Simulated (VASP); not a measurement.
Write the native input for VASP 6.6.1 that does the following.

```yaml
Task: single point
Functional: r2SCAN
Potentials_or_basis: VASP PAW PBE potentials, release 64 (Hg, H)
Cutoff: 520 eV
k_mesh: 3 × 3 × 3
Occupations: gaussian, width 0.1 eV
Spin: no spin polarisation
Dipole_correction: no
Further_INCAR_settings: ALGO = Normal; EDIFF = 1e-07; NBANDS = 58
```

Hg8H:

```
CELL_PARAMETERS angstrom
3.75819 2.16979 4.30033
-3.75819 2.16979 4.30033
0.00000 -4.33959 4.30033
ATOMIC_POSITIONS crystal
Hg 0.00000 0.00000 0.00000
Hg 0.00000 0.00000 0.50000
Hg 0.00000 0.50000 0.00000
Hg 0.00000 0.50000 0.50000
Hg 0.50000 0.00000 0.00000
Hg 0.50000 0.00000 0.50000
Hg 0.50000 0.50000 0.00000
Hg 0.50000 0.50000 0.50000
H 0.25000 0.25000 0.25000
```

The input as run:

POSCAR

```
Hg8H
1.0
    3.7581942986      2.1697944900      4.3003286188
   -3.7581942986      2.1697944900      4.3003286188
    0.0000000000     -4.3395889800      4.3003286188
Hg H
8 1
Direct
    0.0000000000      0.0000000000      0.0000000000
    0.0000000000      0.0000000000      0.5000000000
    0.0000000000      0.5000000000      0.0000000000
    0.0000000000      0.5000000000      0.5000000000
    0.5000000000      0.0000000000      0.0000000000
    0.5000000000      0.0000000000      0.5000000000
    0.5000000000      0.5000000000      0.0000000000
    0.5000000000      0.5000000000      0.5000000000
    0.2500000000      0.2500000000      0.2500000000
```

INCAR.step1

```
SYSTEM = Hg8H
PREC = Accurate ; ENCUT = 520
ISMEAR = 0 ; SIGMA = 0.1
LREAL = .False. ; LASPH = .True.
NELM = 80 ; NBANDS = 58
GGA = PE ; ALGO = Normal
EDIFF = 1E-4 ; LWAVE = .True.
LCHARG = .False.
```

INCAR.step2

```
SYSTEM = Hg8H
PREC = Accurate ; ENCUT = 520
EDIFF = 1E-7 ; ISMEAR = 0
SIGMA = 0.1 ; LREAL = .False.
LASPH = .True. ; NELM = 80
ALGO = Normal ; ISIF = 2
LWAVE = .False. ; LCHARG = .True.
METAGGA = R2SCAN ; LMIXTAU = .True.
LELF = .True. ; LVHAR = .True.
NBANDS = 58 ; ISTART = 1
```

KPOINTS

```
regular mesh
0
Gamma
  3 3 3
  0 0 0
```

Potentials or basis: VASP PAW PBE potentials, release 64 (Hg, H).

Command:

```bash
$ cat potpaw_PBE.64/Hg/POTCAR potpaw_PBE.64/H/POTCAR > POTCAR
$ cp INCAR.step1 INCAR
$ mpirun -np 1 vasp_std > vasp.out
$ cp INCAR.step2 INCAR
$ mpirun -np 1 vasp_std > vasp.out
```

It gave:

```
Pressure               : 0.4 GPa
Largest force          : 0.174 eV/Å
Band gap on the k mesh : zero (an odd number of electrons rules out a gap without spin polarisation)
```

Caveat: the k points lie up to 0.36 Å⁻¹ apart, too coarse for converged energies and pressures of a metal; the PAW data sets were made with another functional, which shifts forces and pressure a little; spin-orbit coupling is left out, which moves the levels of the heavy elements.

Wall time 8 min on 1 thread of Oxide Virtual Turin-like Processor, with other jobs on the host, peak memory 0.35 GiB.
